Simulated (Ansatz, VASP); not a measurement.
## Two plane-wave programs on ZnS

Contents of POSCAR:

```
ZnS
1.0
    0.0000000000      2.7608593754      2.7608593754
    2.7608593754      0.0000000000      2.7608593754
    2.7608593754      2.7608593754      0.0000000000
Zn S
1 1
Direct
    0.0000000000      0.0000000000      0.0000000000
    0.2500000000      0.2500000000      0.2500000000
```

Contents of INCAR.step1:

```
PREC = Accurate ; ENCUT = 520
EDIFF = 1E-5 ; ISMEAR = -1
SIGMA = 0.05 ; LREAL = F
LASPH = T ; NELM = 80
ALGO = Normal ; ISIF = 2
LWAVE = T ; LCHARG = F
GGA = PE ; NBANDS = 16
```

The input INCAR.step2:

```
PREC = Accurate ; ENCUT = 520
EDIFF = 1E-7 ; ISMEAR = -1
SIGMA = 0.05 ; LREAL = F
LASPH = T ; NELM = 80
ALGO = Normal ; ISIF = 2
LWAVE = F ; LCHARG = F
GGA = PE ; LHFCALC = T
HFSCREEN = 0.2079 ; PRECFOCK = Normal
ISTART = 1 ; NBANDS = 16
```

KPOINTS

```
regular mesh
0
Gamma
  4 4 4
```

Input for Ansatz:

```yaml
crystal:
  lattice:
    - [0.0, 2.76085937541, 2.76085937541]
    - [2.76085937541, 0.0, 2.76085937541]
    - [2.76085937541, 2.76085937541, 0.0]
  atoms:
    - { symbol: Zn, position: [0.0, 0.0, 0.0] }
    - { symbol: S, position: [0.25, 0.25, 0.25] }
kpoints:
  mp_grid: { grid: [4, 4, 4] }
hamiltonian:
  xc: hse06
  pseudopotentials: { kind: paw }
scf:
  occupations: { method: fermi_dirac, width: 0.05 }
  convergence: { dr2_threshold: "1e-10 eV" }
  exx: { energy_threshold: "2e-8 eV" }
output:
  forces: true
  stress: true
  eigenvalues: true
```

Alike in both runs: task single point; functional HSE06; k mesh 4 × 4 × 4; occupations fermi-dirac, width 0.05 eV; no spin polarisation.

```csv
,VASP,Ansatz
version,VASP 6.6.1,Ansatz 0.2.0 development build
potentials or method,"VASP PAW PBE potentials, release 64 (Zn, S)","plane waves, PAW datasets (generated soft set 1)"
plane-wave cutoff (eV),520,420
valence electrons in the cell,18,18
```

|  | VASP | Ansatz | Ansatz less VASP |
| --- | --- | --- | --- |
| gap on the k mesh at the Fermi level (eV) | 3.03 | 3.04 | +0.010 |

The k mesh is coarse, so the values compare programs but aren't converged.
